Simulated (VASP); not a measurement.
# TaN (P-6m2) in VASP: a series of runs

TaN is run at these levels: PBE; tasks: single point, relaxation of cell and atoms.

All numbers are computed with VASP 6.6.1; they aren't measurements. Logs are shortened: lines on timing, memory, paths and dates and some standing lists are left out, and cuts for length are marked.

### Step 1. The cell of the first run

It takes space group P-6m2 (No. 187, hexagonal). Conventional cell: a = 2.950 Å, b = 2.950 Å, c = 2.898 Å, α = 90.00°, β = 90.00°, γ = 120.00°. Ta (site symmetry -6m2) has 6 N at 2.24 Å and 8 Ta at 2.90 to 2.95 Å within 3.0 Å. N (site symmetry -6m2) has 6 Ta at 2.24 Å and 8 N at 2.90 to 2.95 Å within 3.0 Å.

### Step 2. Single point, PBE

File INCAR:

```
SYSTEM = TaN
ALGO = Normal
EDIFF = 1E-6
ENCUT = 520
GGA = PE
ISIF = 2
ISMEAR = 0
LASPH = .True.
LCHARG = .False.
LREAL = .False.
LWAVE = .False.
NBANDS = 15
NELM = 80
PREC = Accurate
SIGMA = 0.1
```

File KPOINTS:

```
k-points
0
Gamma
  12 12 8
  0 0 0
```

File POSCAR:

```
TaN
1.0
    2.9499258819      0.0000000000      0.0000000000
   -1.4749629410      2.5547107530      0.0000000000
    0.0000000000      0.0000000000      2.8982031942
Ta N
1 1
Direct
    0.6666666667      0.3333333333      0.0000000000
    0.3333333333      0.6666666667      0.5000000000
```

Potentials or basis: VASP PAW PBE potentials, release 64 (Ta_pv, N).

The run is started by

```console
cat potpaw_PBE.64/Ta_pv/POTCAR potpaw_PBE.64/N/POTCAR > POTCAR
mpirun -np 1 vasp_std > vasp.out
```

OUTCAR:

```text
SYSTEM = TaN
   EDIFF = 1E-6
   ENCUT = 520
   GGA = PE
   ISIF = 2
   ISMEAR = 0
   LASPH = .True.
   LREAL = .False.
   NELM = 80
   PREC = Accurate

 ion  position               nearest neighbor table
   1  0.667  0.333  0.000-   2 2.24   2 2.24   2 2.24   2 2.24   2 2.24   2 2.24
   2  0.333  0.667  0.500-   1 2.24   1 2.24   1 2.24   1 2.24   1 2.24   1 2.24

  LATTYP: Found a hexagonal cell.
 ALAT       =     2.9499258819
 C/A-ratio  =     0.9824664450

  Lattice vectors:

 A1 = (   2.9499258819,   0.0000000000,   0.0000000000)
 A2 = (  -1.4749629410,   2.5547107530,   0.0000000000)
 A3 = (   0.0000000000,   0.0000000000,   2.8982031942)

Analysis of symmetry for initial positions (statically):
=====================================================================
 Subroutine PRICEL returns:
 Original cell was already a primitive cell.

 Routine SETGRP: Setting up the symmetry group for a
 hexagonal supercell.

 Subroutine GETGRP returns: Found 12 space group operations
 (whereof 12 operations were pure point group operations)
 out of a pool of 24 trial point group operations.

The static configuration has the point symmetry D_3h.

Analysis of symmetry for dynamics (positions and initial velocities):
=====================================================================
 Subroutine PRICEL returns:
 Original cell was already a primitive cell.

 Routine SETGRP: Setting up the symmetry group for a
 hexagonal supercell.

 Subroutine GETGRP returns: Found 12 space group operations
 (whereof 12 operations were pure point group operations)
 out of a pool of 24 trial point group operations.

The dynamic configuration has the point symmetry D_3h.

 Subroutine INISYM returns: Found 12 space group operations
 (whereof 12 operations are pure point group operations),
 and found     1 'primitive' translations

----------------------------------------------------------------------------------------

                                     Primitive cell

  volume of cell :      21.8415

  direct lattice vectors                    reciprocal lattice vectors
     2.949925882  0.000000000  0.000000000     0.338991568  0.195716873  0.000000000
    -1.474962941  2.554710753  0.000000000     0.000000000  0.391433746  0.000000000
     0.000000000  0.000000000  2.898203194     0.000000000  0.000000000  0.345041370

  length of vectors
     2.949925882  2.949925882  2.898203194     0.391433746  0.391433746  0.345041370

  position of ions in fractional coordinates (direct lattice)
     0.666666667  0.333333333  0.000000000
     0.333333333  0.666666667  0.500000000

[... 89 lines left out ...]
   EMIN   =  10.00;   EMAX   =-10.00  energy-range for DOS
   EFERMI =   0.00;   METHOD = LEGACY
   ISMEAR =     0;   SIGMA  =   0.10  broadening in eV -4-tet -1-fermi 0-gaus
   EFERMI_NEDOS =   21; number of points for ismear=-14 and -15
   IALGO  =     38    algorithm
   IMIX   =      4    mixing-type and parameters
     AMIX     =   0.40;   BMIX     =  1.00
     AMIX_MAG =   1.60;   BMIX_MAG =  1.00
  volume/ion in A,a.u.               =      10.92        73.70
  Fermi-wavevector in a.u.,A,eV,Ry     =   1.475778  2.788815 29.632397  2.177920
  Thomas-Fermi vector in A             =   2.590385
   LORBIT       =      0    0 simple, 1 ext, 2 COOP (PROOUT), +10 PAW based schemes
   GGA     = PE    functional components
   LHFCALC =     F    Hartree Fock is set to
   AEXX    =    0.0000 exact exchange contribution
   IVDW    =     0    specifies the selected vdW correction
   LEPSILON=     F    determine dielectric tensor
   LRPA    =     F    only Hartree local field effects (RPA)
 non-spin polarized calculation
 Gauss-broadening in eV      SIGMA  =   0.10
  energy-cutoff  :      520.00
  volume of cell :       21.84
 maximum number of plane-waves:       617
 NGX is ok and might be reduce to    24
   NGX = 11   NGY = 11   NGZ = 11

 number of electron      16.0000001 magnetization

 Free energy of the ion-electron system (eV)
  ---------------------------------------------------
  ext. energy  EPLUGINS =         0.00000000
  ---------------------------------------------------
  free energy    TOTEN  =       -22.44621902 eV

  energy without entropy =      -22.44579245  energy(sigma->0) =      -22.44600573

 E-fermi :   8.1803     XC(G=0): -13.2726

 val. band max:        8.0301879568   @ k =   0.0000   0.0000   0.5000
 cond. band min:       8.1821421685   @ k =   0.0000   0.0000   0.3750
 fundamental gap:      0.1519542116
 Fermi energy:         8.1803468901

 k-point     1 :       0.0000    0.0000    0.0000
  band No.  band energies     occupation
      1     -26.7749      2.00000
      2     -26.5150      2.00000
      3     -26.5150      2.00000
      4      -9.5630      2.00000
      5       3.6187      2.00000
      6       3.6187      2.00000
      7       3.9642      2.00000
      8       5.1972      2.00000
      9      10.2355      0.00000
     10      11.6306      0.00000
     11      11.6306      0.00000
     12      12.0402      0.00000
     13      12.0402      0.00000
     14      21.1256      0.00000
[... 401 lines left out ...]
      2     -26.7942      2.00000
      3     -26.6703      2.00000
      4      -7.8344      2.00000
      5       0.6678      2.00000
      6       3.0299      2.00000
      7       4.3941      2.00000
      8       5.6034      2.00000
      9      10.7312      0.00000
     10      10.9826      0.00000
     11      12.4564      0.00000
     12      13.2338      0.00000
     13      15.3293      0.00000
     14      21.0262      0.00000
     15      21.4427      0.00000

 [... further k-points ...]

------------------------ aborting loop because EDIFF is reached ----------------------------------------

  FORCE on cell =-STRESS in cart. coord.  units (eV):
  Direction    XX          YY          ZZ          XY          YZ          ZX
  --------------------------------------------------------------------------------------
  -------------------------------------------------------------------------------------
  Total        0.0820756      0.0820756      0.1060994     -0.0000000      0.0000000     -0.0000000
  in kB        6.0206468      6.0206468      7.7829036     -0.0000000      0.0000000     -0.0000000
  external PRESSURE =       6.6080657 kB  Pullay stress =       0.0000000 kB

 VOLUME and BASIS-vectors are now :
 -----------------------------------------------------------------------------
  energy-cutoff  :      520.00
  volume of cell :       21.84
      direct lattice vectors                 reciprocal lattice vectors
     2.949925882  0.000000000  0.000000000     0.338991568  0.195716873  0.000000000
    -1.474962941  2.554710753  0.000000000     0.000000000  0.391433746  0.000000000
     0.000000000  0.000000000  2.898203194     0.000000000  0.000000000  0.345041370

 POSITION                                       TOTAL-FORCE (eV/Angst)
 -----------------------------------------------------------------------------------
      1.47496      0.85157      0.00000         0.000000      0.000000      0.000000
     -0.00000      1.70314      1.44910         0.000000      0.000000      0.000000
 -----------------------------------------------------------------------------------
    total drift:                                0.000000     -0.000000      0.000000

  FREE ENERGIE OF THE ION-ELECTRON SYSTEM (eV)
  ---------------------------------------------------
  free  energy   TOTEN  =       -22.4462190180 eV

  energy  without entropy=      -22.4457924488  energy(sigma->0) =      -22.44600573
```

OSZICAR:

```text
N       E                     dE             d eps       ncg     rms          rms(c)
DAV:   1     0.962884563416E+02    0.96288E+02   -0.88478E+03  2850   0.112E+03
DAV:   2    -0.217738153006E+02   -0.11806E+03   -0.11217E+03  3466   0.310E+02
DAV:   3    -0.249860990274E+02   -0.32123E+01   -0.32025E+01  3179   0.490E+01
DAV:   4    -0.249996963962E+02   -0.13597E-01   -0.13594E-01  3823   0.351E+00
DAV:   5    -0.249997752904E+02   -0.78894E-04   -0.78893E-04  3186   0.254E-01    0.229E+01
DAV:   6    -0.225338628123E+02    0.24659E+01   -0.40641E+00  3746   0.237E+01    0.957E+00
DAV:   7    -0.224751151908E+02    0.58748E-01   -0.61283E-01  3130   0.621E+00    0.678E+00
DAV:   8    -0.224553285716E+02    0.19787E-01   -0.16763E-01  3515   0.349E+00    0.167E+00
DAV:   9    -0.224462142936E+02    0.91143E-02   -0.18525E-02  3263   0.114E+00    0.180E-01
DAV:  10    -0.224462947030E+02   -0.80409E-04   -0.13152E-03  3536   0.401E-01    0.966E-02
DAV:  11    -0.224462194050E+02    0.75298E-04   -0.94374E-05  3305   0.102E-01    0.151E-02
DAV:  12    -0.224462190494E+02    0.35558E-06   -0.13077E-05  3263   0.321E-02    0.408E-03
DAV:  13    -0.224462190180E+02    0.31388E-07   -0.12209E-07  1614   0.337E-03
   1 F= -.22446219E+02 E0= -.22446006E+02  d E =-.426569E-03
```

stdout:

```text
POSCAR found type information on POSCAR TaN
 POSCAR found :  2 types and       2 ions
 scaLAPACK will be used
 LDA part: xc-table for (Slater+PW92), standard interpolation
 POSCAR, INCAR and KPOINTS ok, starting setup
 FFT: planning ... GRIDC
 FFT: planning ... GRID_SOFT
 FFT: planning ... GRID
 WAVECAR not read
 entering main loop
```

Run time: 27 s. Hardware: 1 thread of Intel Xeon 8259CL, shared host; peak memory 0.16 GiB.

What came out:

```
Free energy            : -22.4462 eV
Pressure               : 0.7 GPa
Band gap on the k mesh : zero (bands 8 and 9 overlap by 0.21 eV)
```

Stress tensor (GPa, compression positive):
```
0.60 0.00 0.00
0.00 0.60 0.00
0.00 0.00 0.78
```

Levels at points of the mesh, in eV from the Fermi level:
```tsv
k point	band 4	band 5	band 6	band 7	band 8	band 9	band 10	band 11	band 12	band 13
(0.00, 0.00, 0.00)	-17.74	-4.56	-4.56	-4.22	-2.98	2.06	3.45	3.45	3.86	3.86
(0.50, 0.00, 0.00)	-15.50	-8.27	-5.20	-3.49	-3.22	2.89	3.88	5.07	5.14	7.24
(0.00, 0.00, 0.50)	-15.18	-9.34	-3.76	-3.76	-0.15	-0.15	2.28	3.24	3.24	8.03
(0.50, 0.00, 0.50)	-15.78	-7.31	-6.20	-5.66	-0.46	4.00	5.19	5.85	6.89	9.94
```

Caveat: spin-orbit coupling is left out, which moves the levels of the heavy elements.

### Step 3. Relaxation of cell and atoms, PBE

This run uses another cell than the first one, of 9.94 Å³/atom.

File INCAR:

```
PREC     = Accurate       # precision mode
ENCUT    = 600            # plane-wave cutoff, eV
EDIFF    = 1E-6           # SCF threshold, eV
ISMEAR   = 0              # smearing method
SIGMA    = 0.1            # smearing width, eV
LREAL    = F              # projectors in reciprocal space
LASPH    = T              # aspherical terms in the spheres
NELM     = 100            # most SCF steps
ALGO     = Normal         # electronic algorithm
ISIF     = 3              # what is computed and relaxed
LWAVE    = F              # write WAVECAR
LCHARG   = F              # write CHGCAR
GGA      = PE             # functional
IBRION   = 2              # ionic algorithm
NSW      = 80             # ionic steps
EDIFFG   = -0.05          # ionic threshold
```

File KPOINTS:

```
Automatic mesh
0
Gamma
  12 12 8
```

File POSCAR:

```
TaN
1.0
    2.8748595497      0.0000000000      0.0000000000
   -1.4374297749      2.4897014023      0.0000000000
    0.0000000000      0.0000000000      2.7762164860
Ta N
1 1
Direct
    0.6666666667      0.3333333333      0.0000000000
    0.3333333333      0.6666666667      0.5000000000
```

Potentials or basis: VASP PAW PBE potentials, release 64 (Ta_pv, N).

The run is started by

```console
cat potpaw_PBE.64/Ta_pv/POTCAR potpaw_PBE.64/N/POTCAR > POTCAR
mpirun -np 1 vasp_std > vasp.out
```

It took 93 s on 1 thread of Intel Xeon 8259CL, shared host; peak memory 0.17 GiB.

It converged, with:

```
Free energy                           : -22.4457 eV
Relaxed volume                        : 10.93 Å³/atom
Relaxed cell                          : a = 2.951 Å, b = 2.951 Å, c = 2.899 Å, α = 90.00°, β = 90.00°, γ = 120.00°
Space group after relaxing (to 0.1 Å) : P-6m2 (No. 187)
Energy gained by relaxing             : 123.9 meV/atom
Ionic steps                           : 7
Pressure after relaxing               : 0.2 GPa
Band gap on the k mesh                : zero (bands 8 and 9 overlap by 0.21 eV)
```

Stress tensor (GPa, compression positive):
```
0.16 0.00 0.00
0.00 0.16 0.00
0.00 0.00 0.30
```

The path:
| step | energy change (eV) | largest force (eV/Å) | pressure (GPa) | volume (Å³) |
| --- | --- | --- | --- | --- |
| 1 | 0.0000 | 0.0000 | 40.97 | 19.87 |
| 2 | 0.9734 | 0.0000 | -48.94 | 28.09 |
| 3 | -0.2451 | 0.0000 | -3.58 | 22.12 |
| 4 | -0.2475 | 0.0000 | -0.64 | 21.93 |
| 5 | -0.2475 | 0.0000 | 0.02 | 21.89 |
| 6 | -0.2477 | 0.0000 | 0.38 | 21.85 |
| 7 | -0.2479 | 0.0000 | 0.20 | 21.87 |

Final structure:
```
Ta N
1.0
     2.95110    0.00000    0.00000
    -1.47555    2.55573    0.00000
     0.00000    0.00000    2.89928
Ta N
1 1
Direct
  0.66667 0.33333 0.00000
  0.33333 0.66667 0.50000
```

Levels at points of the mesh, in eV from the Fermi level:
| k point | band 5 | band 6 | band 7 | band 8 | band 9 | band 10 | band 11 | band 12 |
| --- | --- | --- | --- | --- | --- | --- | --- | --- |
| (0.00, 0.00, 0.00) | -4.56 | -4.56 | -4.21 | -2.98 | 2.05 | 3.45 | 3.45 | 3.85 |
| (0.50, 0.00, 0.00) | -8.27 | -5.19 | -3.48 | -3.22 | 2.89 | 3.88 | 5.06 | 5.13 |
| (0.00, 0.00, 0.50) | -9.33 | -3.76 | -3.76 | -0.15 | -0.15 | 2.28 | 3.23 | 3.23 |
| (0.50, 0.00, 0.50) | -7.30 | -6.20 | -5.66 | -0.46 | 3.99 | 5.18 | 5.84 | 6.88 |

Caveat: spin-orbit coupling is left out, which moves the levels of the heavy elements.

[end of part 1 of 2]

The gap in the log of VASP goes by the Fermi energy; the results here count the filled bands.